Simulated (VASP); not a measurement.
Input of a VASP 6.6.1 run:

File INCAR:

```
  PREC = Accurate
  ENCUT = 520
  EDIFF = 1E-6
  ISMEAR = 0
  SIGMA = 0.01
  LREAL = False
  LASPH = True
  NELM = 60
  ALGO = Normal
  ISIF = 2
  LWAVE = False
  LCHARG = True
  GGA = PE
  LELF = True
  LVHAR = True
  NBANDS = 15
```

File KPOINTS:

```
Automatic mesh
0
Gamma
  8 8 8
```

Contents of POSCAR:

```
CaO
1.0
    0.0000000000      2.3907810659      2.3907810659
    2.3907810659      0.0000000000      2.3907810659
    2.3907810659      2.3907810659      0.0000000000
Ca O
1 1
Direct
    0.0000000000      0.0000000000      0.0000000000
    0.5000000000      0.5000000000      0.5000000000
```

Potentials or basis: VASP PAW PBE potentials, release 64 (Ca_sv, O).

Launch:

```sh
$ cat potpaw_PBE.64/Ca_sv/POTCAR potpaw_PBE.64/O/POTCAR > POTCAR
$ mpirun -np 1 vasp_std > vasp.out
```

Question: What does it give for the band gap on the k mesh?

Answer: 3.63 eV, indirect (least direct gap 4.00 eV).

Question: What does it give for the pressure?

Answer: 4.1 GPa.

 A k mesh can miss the band edges.
